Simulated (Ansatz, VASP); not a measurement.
# Two plane-wave programs on HPt6

```
Pt H
1.0
     5.61458    0.00000    0.00000
    -2.80729    4.86237    0.00000
     0.00000    0.00000   22.61974
Pt H
12 2
Direct
  0.33333 0.16667 0.17684
  0.33333 0.66667 0.17684
  0.83333 0.16667 0.17684
  0.83333 0.66667 0.17684
  0.16667 0.33333 0.27896
  0.16667 0.83333 0.27896
  0.66667 0.33333 0.27896
  0.66667 0.83333 0.27896
  0.00000 0.00000 0.38107
  0.00000 0.50000 0.38107
  0.50000 0.00000 0.38107
  0.50000 0.50000 0.38107
  0.18928 0.37856 0.41511
  0.31072 0.62144 0.41511
```

Alike in both runs: task single point; functional PBE; k mesh 6 × 6 × 1; occupations gaussian, width 0.1 eV; no spin polarisation.

|  | VASP | Ansatz |
| --- | --- | --- |
| version | VASP 6.6.1 | Ansatz 0.2.0 |
| potentials or method | VASP PAW PBE potentials, release 64 (Pt, H), cutoff 520 eV | scalar-relativistic, plane waves, PAW |
| valence electrons in the cell | 122 | 218 |

VASP gave:

| Item | Value |
| --- | --- |
| gap on the k mesh at the Fermi level (eV) | none |
| rms of the force components (eV/Å) | 0.694 |

Q: Estimate Ansatz's values.

A: gap on the k mesh at the Fermi level (eV): none; rms of the force components (eV/Å): 0.680.

Atom by atom the forces differ by 0.019 eV/Å (rms over components). A gap of «none» marks a metal or a gap that the smearing closes. VASP's potentials hold 122 valence electrons a cell and Ansatz's 218, so a difference there can come from the potentials and not from the codes.

Spin-orbit coupling is off throughout.
